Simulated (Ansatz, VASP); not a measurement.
## One calculation of Al2Cu, two programs

```
Al Cu
1.0
     4.03109    0.00000    0.00000
     0.00000    5.93452    0.00000
     0.00000    0.00000    4.03443
Al Cu
4 2
Direct
  0.00000 0.25006 0.25005
  0.00000 0.74994 0.25005
  0.50000 0.75006 0.74995
  0.50000 0.24994 0.74995
  0.00000 0.50000 0.75012
  0.50000 0.00000 0.24988
```

Alike in both runs: functional PBE; k mesh 4 × 3 × 4; occupations gaussian, width 0.2 eV; no spin polarisation.

Ansatz relaxed the structure, and its values are those at the end. VASP's run is a single point on that final structure, the one shown.

|  | VASP | Ansatz |
| --- | --- | --- |
| version | VASP 6.6.1 | Ansatz 0.2.0 |
| potentials or method | VASP PAW PBE potentials, release 64 (Al, Cu), cutoff 520 eV | scalar-relativistic, plane waves, PAW |
| valence electrons in the cell | 34 | 50 |

```tsv
	VASP	Ansatz	Ansatz less VASP
gap on the k mesh at the Fermi level (eV)	none	none	-
pressure (GPa)	0.3	0.1	-0.17
```

A gap of «none» marks a metal or a gap that the smearing closes. With one functional, cell and mesh, what is left measures potentials, basis and numerics. VASP's potentials hold 34 valence electrons a cell and Ansatz's 50, so a difference there can come from the potentials and not from the codes.

The k mesh is coarse, so the values compare programs but aren't converged.
